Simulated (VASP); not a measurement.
# TiO2 (P4_2/mnm) in VASP: further runs

Runs on TiO2. Level: PBE+U. Tasks: single point.

Program: VASP 6.6.1. These are calculated values, not measurements. Logs are shortened: lines on timing, memory, paths and dates and some standing lists are left out, and cuts for length are marked.

## 1. The cell of the first run

Symmetry: P4_2/mnm, No. 136, tetragonal system. The conventional cell has a = 4.687 Å, b = 4.687 Å, c = 2.916 Å, α = 90.00°, β = 90.00°, γ = 90.00°. Ti (site symmetry mmm) has 6 O at 1.95 to 2.02 Å within 2.6 Å. Within 2.6 Å of O (site symmetry m2m) lie 3 Ti at 1.95 to 2.02 Å and 1 O at 2.59 Å.

## 2. Single point, PBE+U (uniaxial strain along c: -3.0 %, then relaxed in part)

Contents of INCAR:

```
PREC = Accurate
ENCUT = 520
EDIFF = 1E-6
ISMEAR = 0
SIGMA = 0.02
LREAL = False
LASPH = True
NELM = 150
ALGO = Normal
ISIF = 2
LWAVE = False
LCHARG = False
LMAXMIX = 4
LDAU = True
LDAUTYPE = 2
LDAUL = 2 -1
LDAUU = 4 0
LDAUJ = 0 0
LDAUPRINT = 1
GGA = PE
NBANDS = 33
```

Contents of KPOINTS:

```
Automatic mesh
0
Gamma
  6 6 10
```

Contents of POSCAR:

```
TiO2
1.0
    4.6874385633      0.0000000000      0.0000000000
    0.0000000000      4.6874385633      0.0000000000
    0.0000000000      0.0000000000      2.9159293191
Ti O
2 4
Direct
    0.5000000000      0.5000000000      0.0000000000
    0.0000000000      0.0000000000      0.5000000000
    0.6949840924      0.6949840924      0.5000000000
    0.8050159076      0.1949840924      0.0000000000
    0.1949840924      0.8050159076      0.0000000000
    0.3050159076      0.3050159076      0.5000000000
```

Potentials or basis: VASP PAW PBE potentials, release 64 (Ti_sv, O).

The run is started by

```
$ cat potpaw_PBE.64/Ti_sv/POTCAR potpaw_PBE.64/O/POTCAR > POTCAR
$ mpirun -np 1 vasp_std > vasp.out
```

OUTCAR:

```text
PREC = Accurate
   ENCUT = 520
   EDIFF = 1E-6
   ISMEAR = 0
   LREAL = False
   LASPH = True
   NELM = 150
   ISIF = 2
   GGA = PE

 ion  position               nearest neighbor table
   1  0.500  0.500  0.000-   3 1.95   6 1.95   3 1.95   6 1.95   5 2.02   4 2.02
   2  0.000  0.000  0.500-   4 1.95   5 1.95   4 1.95   5 1.95   3 2.02   6 2.02
   3  0.695  0.695  0.500-   1 1.95   1 1.95   2 2.02
   4  0.805  0.195  0.000-   2 1.95   2 1.95   1 2.02
   5  0.195  0.805  0.000-   2 1.95   2 1.95   1 2.02
   6  0.305  0.305  0.500-   1 1.95   1 1.95   2 2.02

  LATTYP: Found a simple tetragonal cell.
 ALAT       =     4.6874385633
 C/A-ratio  =     0.6220730746

  Lattice vectors:

 A1 = (   4.6874385633,   0.0000000000,   0.0000000000)
 A2 = (   0.0000000000,   4.6874385633,   0.0000000000)
 A3 = (   0.0000000000,   0.0000000000,   2.9159293191)

Analysis of symmetry for initial positions (statically):
=====================================================================
 Subroutine PRICEL returns:
 Original cell was already a primitive cell.

 Routine SETGRP: Setting up the symmetry group for a
 simple tetragonal supercell.

 Subroutine GETGRP returns: Found 16 space group operations
 (whereof  8 operations were pure point group operations)
 out of a pool of 16 trial point group operations.

The static configuration has the point symmetry D_2h.
 The point group associated with its full space group is D_4h.

Analysis of symmetry for dynamics (positions and initial velocities):
=====================================================================
 Subroutine PRICEL returns:
 Original cell was already a primitive cell.

 Routine SETGRP: Setting up the symmetry group for a
 simple tetragonal supercell.

 Subroutine GETGRP returns: Found 16 space group operations
 (whereof  8 operations were pure point group operations)
 out of a pool of 16 trial point group operations.

The dynamic configuration has the point symmetry D_2h.
 The point group associated with its full space group is D_4h.

 Subroutine INISYM returns: Found 16 space group operations
 (whereof  8 operations are pure point group operations),
 and found     1 'primitive' translations

----------------------------------------------------------------------------------------

                                     Primitive cell

  volume of cell :      64.0690

  direct lattice vectors                    reciprocal lattice vectors
     4.687438563  0.000000000  0.000000000     0.213336129  0.000000000  0.000000000
     0.000000000  4.687438563  0.000000000     0.000000000  0.213336129  0.000000000
     0.000000000  0.000000000  2.915929319     0.000000000  0.000000000  0.342943841

  length of vectors
     4.687438563  4.687438563  2.915929319     0.213336129  0.213336129  0.342943841

  position of ions in fractional coordinates (direct lattice)
     0.500000000  0.500000000  0.000000000
     0.000000000  0.000000000  0.500000000
     0.694984092  0.694984092  0.500000000
     0.805015908  0.194984092  0.000000000
     0.194984092  0.805015908  0.000000000
     0.305015908  0.305015908  0.500000000

  ion indices of the primitive-cell ions
   primitive index   ion index
                 1           1
                 2           2
                 3           3
                 4           4
[... 107 lines left out ...]
   LEPSILON=     F    determine dielectric tensor
   LRPA    =     F    only Hartree local field effects (RPA)
 non-spin polarized calculation
 Gauss-broadening in eV      SIGMA  =   0.02
  energy-cutoff  :      520.00
  volume of cell :       64.07
 maximum number of plane-waves:      1763
 NGX is ok and might be reduce to    36
   NGX = 17   NGY = 17   NGZ = 11

atom =   1  type =  1  l = 2

 onsite density matrix

spin component  1

  0.1895  0.0000  0.0668  0.0000 -0.0000
  0.0000  0.1889  0.0000  0.0891  0.0000
  0.0668  0.0000  0.1292  0.0000 -0.0000
  0.0000  0.0891  0.0000  0.1889  0.0000
 -0.0000  0.0000 -0.0000  0.0000  0.0972

spin component  2

  0.1895  0.0000  0.0668  0.0000 -0.0000
  0.0000  0.1889  0.0000  0.0891  0.0000
  0.0668  0.0000  0.1292  0.0000 -0.0000
  0.0000  0.0891  0.0000  0.1889  0.0000
 -0.0000  0.0000 -0.0000  0.0000  0.0972

 occupancies and eigenvectors

  o =  0.0860  v = -0.5425  0.0000  0.8400  0.0000  0.0000  0.0000  0.0000  0.0000  0.0000  0.0000      0.0000  0.0000  0.0000  0.0000  0.0000  0.0000  0.0000  0.0000  0.0000  0.0000
  o =  0.0860  v =  0.0000  0.0000  0.0000  0.0000  0.0000 -0.5425  0.0000  0.8400  0.0000  0.0000      0.0000  0.0000  0.0000  0.0000  0.0000  0.0000  0.0000  0.0000  0.0000  0.0000
  o =  0.0972  v = -0.0000 -0.0000  0.0000  0.0000 -1.0000  0.0000  0.0000  0.0000  0.0000  0.0000      0.0000  0.0000  0.0000  0.0000  0.0000  0.0000  0.0000  0.0000  0.0000  0.0000
  o =  0.0972  v =  0.0000  0.0000  0.0000  0.0000  0.0000 -0.0000 -0.0000  0.0000  0.0000 -1.0000      0.0000  0.0000  0.0000  0.0000  0.0000  0.0000  0.0000  0.0000  0.0000  0.0000
  o =  0.0999  v =  0.0000  0.7071  0.0000 -0.7071 -0.0000  0.0000  0.0000  0.0000  0.0000  0.0000      0.0000  0.0000  0.0000  0.0000  0.0000  0.0000  0.0000  0.0000  0.0000  0.0000
  o =  0.0999  v =  0.0000  0.0000  0.0000  0.0000  0.0000  0.0000  0.7071  0.0000 -0.7071 -0.0000      0.0000  0.0000  0.0000  0.0000  0.0000  0.0000  0.0000  0.0000  0.0000  0.0000
  o =  0.2326  v = -0.8400  0.0000 -0.5425  0.0000  0.0000  0.0000  0.0000  0.0000  0.0000  0.0000      0.0000  0.0000  0.0000  0.0000  0.0000  0.0000  0.0000  0.0000  0.0000  0.0000
  o =  0.2326  v =  0.0000  0.0000  0.0000  0.0000  0.0000 -0.8400  0.0000 -0.5425  0.0000  0.0000      0.0000  0.0000  0.0000  0.0000  0.0000  0.0000  0.0000  0.0000  0.0000  0.0000
  o =  0.2780  v =  0.0000  0.0000  0.0000  0.0000  0.0000  0.0000  0.7071  0.0000  0.7071 -0.0000      0.0000  0.0000  0.0000  0.0000  0.0000  0.0000  0.0000  0.0000  0.0000  0.0000
  o =  0.2780  v =  0.0000  0.7071  0.0000  0.7071 -0.0000  0.0000  0.0000  0.0000  0.0000  0.0000      0.0000  0.0000  0.0000  0.0000  0.0000  0.0000  0.0000  0.0000  0.0000  0.0000

atom =   2  type =  1  l = 2

 onsite density matrix

spin component  1

  0.1895  0.0000 -0.0668  0.0000 -0.0000
  0.0000  0.1889  0.0000 -0.0891  0.0000
 -0.0668  0.0000  0.1292  0.0000  0.0000
  0.0000 -0.0891  0.0000  0.1889  0.0000
 -0.0000  0.0000  0.0000  0.0000  0.0972

spin component  2

  0.1895  0.0000 -0.0668  0.0000 -0.0000
  0.0000  0.1889  0.0000 -0.0891  0.0000
 -0.0668  0.0000  0.1292  0.0000  0.0000
  0.0000 -0.0891  0.0000  0.1889  0.0000
 -0.0000  0.0000  0.0000  0.0000  0.0972

 occupancies and eigenvectors

  o =  0.0860  v = -0.5425  0.0000 -0.8400  0.0000  0.0000  0.0000  0.0000  0.0000  0.0000  0.0000      0.0000  0.0000  0.0000  0.0000  0.0000  0.0000  0.0000  0.0000  0.0000  0.0000
  o =  0.0860  v =  0.0000  0.0000  0.0000  0.0000  0.0000 -0.5425  0.0000 -0.8400  0.0000  0.0000      0.0000  0.0000  0.0000  0.0000  0.0000  0.0000  0.0000  0.0000  0.0000  0.0000
  o =  0.0972  v = -0.0000 -0.0000 -0.0000 -0.0000 -1.0000  0.0000  0.0000  0.0000  0.0000  0.0000      0.0000  0.0000  0.0000  0.0000  0.0000  0.0000  0.0000  0.0000  0.0000  0.0000
  o =  0.0972  v =  0.0000  0.0000  0.0000  0.0000  0.0000 -0.0000 -0.0000 -0.0000 -0.0000 -1.0000      0.0000  0.0000  0.0000  0.0000  0.0000  0.0000  0.0000  0.0000  0.0000  0.0000
  o =  0.0999  v =  0.0000 -0.7071  0.0000 -0.7071  0.0000  0.0000  0.0000  0.0000  0.0000  0.0000      0.0000  0.0000  0.0000  0.0000  0.0000  0.0000  0.0000  0.0000  0.0000  0.0000
  o =  0.0999  v =  0.0000  0.0000  0.0000  0.0000  0.0000  0.0000 -0.7071  0.0000 -0.7071  0.0000      0.0000  0.0000  0.0000  0.0000  0.0000  0.0000  0.0000  0.0000  0.0000  0.0000
  o =  0.2326  v = -0.8400  0.0000  0.5425  0.0000  0.0000  0.0000  0.0000  0.0000  0.0000  0.0000      0.0000  0.0000  0.0000  0.0000  0.0000  0.0000  0.0000  0.0000  0.0000  0.0000
  o =  0.2326  v =  0.0000  0.0000  0.0000  0.0000  0.0000 -0.8400  0.0000  0.5425  0.0000  0.0000      0.0000  0.0000  0.0000  0.0000  0.0000  0.0000  0.0000  0.0000  0.0000  0.0000
  o =  0.2780  v = -0.0000 -0.7071  0.0000  0.7071  0.0000  0.0000  0.0000  0.0000  0.0000  0.0000      0.0000  0.0000  0.0000  0.0000  0.0000  0.0000  0.0000  0.0000  0.0000  0.0000
  o =  0.2780  v =  0.0000  0.0000  0.0000  0.0000  0.0000 -0.0000 -0.7071  0.0000  0.7071  0.0000      0.0000  0.0000  0.0000  0.0000  0.0000  0.0000  0.0000  0.0000  0.0000  0.0000

 number of electron      48.0000011 magnetization

 Free energy of the ion-electron system (eV)
  ---------------------------------------------------
  ext. energy  EPLUGINS =         0.00000000
  ---------------------------------------------------
  free energy    TOTEN  =       -48.35158231 eV

  energy without entropy =      -48.35158231  energy(sigma->0) =      -48.35158231

 E-fermi :   4.8800     XC(G=0): -11.2739

 val. band max:        4.7744763284   @ k =   0.0000   0.0000   0.0000
 cond. band min:       7.1107666873   @ k =   0.5000   0.5000   0.0000
 fundamental gap:      2.3362903589
 Fermi energy:         4.8800097583

 k-point     1 :       0.0000    0.0000    0.0000
  band No.  band energies     occupation
      1     -53.1605      2.00000
      2     -53.1476      2.00000
      3     -29.3895      2.00000
      4     -29.3895      2.00000
      5     -29.2609      2.00000
      6     -29.2609      2.00000
[... 853 lines left out ...]
     32       9.9496      0.00000
     33      11.1373      0.00000

 [... further k-points ...]

------------------------ aborting loop because EDIFF is reached ----------------------------------------

  FORCE on cell =-STRESS in cart. coord.  units (eV):
  Direction    XX          YY          ZZ          XY          YZ          ZX
  --------------------------------------------------------------------------------------
  -------------------------------------------------------------------------------------
  Total        1.5756003      1.5756003      6.7499983      0.0000000      0.0000000      0.0000000
  in kB       39.4011114     39.4011114    168.7975251      0.0000000      0.0000000      0.0000000
  external PRESSURE =      82.5332493 kB  Pullay stress =       0.0000000 kB

 VOLUME and BASIS-vectors are now :
 -----------------------------------------------------------------------------
  energy-cutoff  :      520.00
  volume of cell :       64.07
      direct lattice vectors                 reciprocal lattice vectors
     4.687438563  0.000000000  0.000000000     0.213336129  0.000000000  0.000000000
     0.000000000  4.687438563  0.000000000     0.000000000  0.213336129  0.000000000
     0.000000000  0.000000000  2.915929319     0.000000000  0.000000000  0.342943841

 POSITION                                       TOTAL-FORCE (eV/Angst)
 -----------------------------------------------------------------------------------
      2.34372      2.34372      0.00000         0.000000      0.000000      0.000000
      0.00000      0.00000      1.45796         0.000000      0.000000      0.000000
      3.25770      3.25770      1.45796         0.142713      0.142713      0.000000
      3.77346      0.91398      0.00000        -0.142713      0.142713      0.000000
      0.91398      3.77346      0.00000         0.142713     -0.142713      0.000000
      1.42974      1.42974      1.45796        -0.142713     -0.142713      0.000000
 -----------------------------------------------------------------------------------
    total drift:                                0.000000      0.000000      0.000000

  FREE ENERGIE OF THE ION-ELECTRON SYSTEM (eV)
  ---------------------------------------------------
  free  energy   TOTEN  =       -48.3515823072 eV

  energy  without entropy=      -48.3515823072  energy(sigma->0) =      -48.35158231
```

Wall time 3.3 min (1 thread of Intel Xeon 8259CL, shared host); peak memory 0.24 GiB.

Results:

```
Free energy            : -48.3516 eV
Pressure               : 8.3 GPa
Largest force          : 0.202 eV/Å
Band gap on the k mesh : 2.34 eV (least direct gap 2.36 eV)
```

Forces on the atoms (eV/Å):
```
Ti   0.000  0.000  0.000
Ti   0.000  0.000  0.000
O    0.143  0.143  0.000
O   -0.143  0.143  0.000
O    0.143 -0.143  0.000
O   -0.143 -0.143  0.000
```

Levels at points of the mesh, in eV from the valence-band top:
| k point | band 21 | band 22 | band 23 | band 24 | band 25 | band 26 | band 27 | band 28 |
| --- | --- | --- | --- | --- | --- | --- | --- | --- |
| (0.00, 0.00, 0.00) | -0.66 | -0.49 | -0.49 | 0.00 | 2.36 | 2.52 | 3.07 | 3.11 |
| (0.50, 0.00, 0.00) | -1.44 | -1.44 | -0.72 | -0.72 | 2.96 | 2.96 | 3.56 | 3.56 |
| (0.50, 0.50, 0.00) | -1.21 | -1.21 | -1.14 | -1.14 | 2.34 | 2.34 | 3.12 | 3.12 |
| (0.00, 0.00, 0.50) | -2.09 | -2.09 | -1.45 | -1.45 | 3.40 | 3.40 | 3.93 | 3.93 |
| (0.50, 0.00, 0.50) | -1.93 | -1.93 | -1.00 | -1.00 | 2.46 | 2.46 | 3.95 | 3.95 |
| (0.50, 0.50, 0.50) | -1.13 | -1.13 | -0.72 | -0.72 | 3.09 | 3.09 | 3.61 | 3.61 |

Eigenvalues of the final occupation matrices:
```tsv
site	spin	trace	eigenvalues
site 1 d	1	0.79	0.09 0.10 0.10 0.23 0.28
site 1 d	2	0.79	0.09 0.10 0.10 0.23 0.28
site 2 d	1	0.79	0.09 0.10 0.10 0.23 0.28
site 2 d	2	0.79	0.09 0.10 0.10 0.23 0.28
```

Caveat: the cell differs from its parent crystal (uniaxial strain along c: -3.0 %, then relaxed in part); the stress differs along the axes, from 4 to 17 GPa. A k mesh can miss the band edges.

## 3. Single point, PBE+U

Contents of INCAR:

```
SYSTEM = TiO2
PREC     = Accurate       ! precision mode
ENCUT    = 520            ! plane-wave cutoff, eV
EDIFF    = 1E-7           ! SCF threshold, eV
ISMEAR   = 0              ! smearing method
SIGMA    = 0.02           ! smearing width, eV
LREAL    = .False.        ! projectors in reciprocal space
LASPH    = .True.         ! aspherical terms in the spheres
NELM     = 150            ! most SCF steps
ALGO     = Normal         ! electronic algorithm
ISIF     = 2              ! what is computed and relaxed
LWAVE    = .False.        ! write WAVECAR
LCHARG   = .True.         ! write CHGCAR
LMAXMIX  = 4              ! l up to which the mixer works
LDAU     = .True.         ! DFT+U
LDAUTYPE = 2            
LDAUL    = 2 -1           ! shell
LDAUU    = 4 0            ! U, eV
LDAUJ    = 0 0          
LDAUPRINT= 1            
GGA      = PE             ! functional
LELF     = .True.         ! ELF
LVHAR    = .True.       
NBANDS   = 33             ! bands
```

Contents of KPOINTS:

```
Automatic mesh
0
Gamma
  6 6 10
  0 0 0
```

POSCAR is that of step 2.

Potentials or basis: VASP PAW PBE potentials, release 64 (Ti_sv, O).

The run is started by

```
$ cat potpaw_PBE.64/Ti_sv/POTCAR potpaw_PBE.64/O/POTCAR > POTCAR
$ mpirun -np 1 vasp_std > vasp.out
```

It took 3.4 min on 1 thread of Intel Xeon 8259CL, shared host; peak memory 0.24 GiB.

It converged, with:

```yaml
Free_energy: -48.3516 eV
Pressure: 8.2 GPa
Largest_force: 0.202 eV/Å
Band_gap_on_the_k_mesh: 2.34 eV (least direct gap 2.36 eV)
```

Forces in eV/Å, atoms in the order of the input:
```
Ti   0.000  0.000  0.000
Ti   0.000  0.000  0.000
O    0.143  0.143  0.000
O   -0.143  0.143  0.000
O    0.143 -0.143  0.000
O   -0.143 -0.143  0.000
```

Stress tensor (GPa, compression positive):
```
 3.93  0.00  0.00
 0.00  3.93  0.00
 0.00  0.00 16.87
```

Levels at points of the mesh, in eV from the valence-band top:
```
           k point  band 20  band 21  band 22  band 23  band 24  band 25  band 26  band 27  band 28  band 29
(0.00, 0.00, 0.00)    -1.82    -0.66    -0.49    -0.49     0.00     2.36     2.52     3.07     3.11     3.11
(0.50, 0.00, 0.00)    -3.02    -1.44    -1.44    -0.72    -0.72     2.96     2.96     3.56     3.56     4.09
(0.50, 0.50, 0.00)    -2.03    -1.21    -1.21    -1.14    -1.14     2.34     2.34     3.12     3.12     4.32
(0.00, 0.00, 0.50)    -2.91    -2.09    -2.09    -1.45    -1.45     3.40     3.40     3.93     3.93     4.01
(0.50, 0.00, 0.50)    -2.42    -1.93    -1.93    -1.00    -1.00     2.46     2.46     3.95     3.95     4.25
(0.50, 0.50, 0.50)    -2.88    -1.13    -1.13    -0.72    -0.72     3.09     3.09     3.61     3.61     4.00
```

Eigenvalues of the final occupation matrices:
```csv
site,spin,trace,eigenvalues
site 1 d,1,0.79,0.09 0.10 0.10 0.23 0.28
site 1 d,2,0.79,0.09 0.10 0.10 0.23 0.28
site 2 d,1,0.79,0.09 0.10 0.10 0.23 0.28
site 2 d,2,0.79,0.09 0.10 0.10 0.23 0.28
```

Caveat: the stress differs along the axes, from 4 to 17 GPa. A k mesh can miss the band edges.

[end of part 1 of 2]
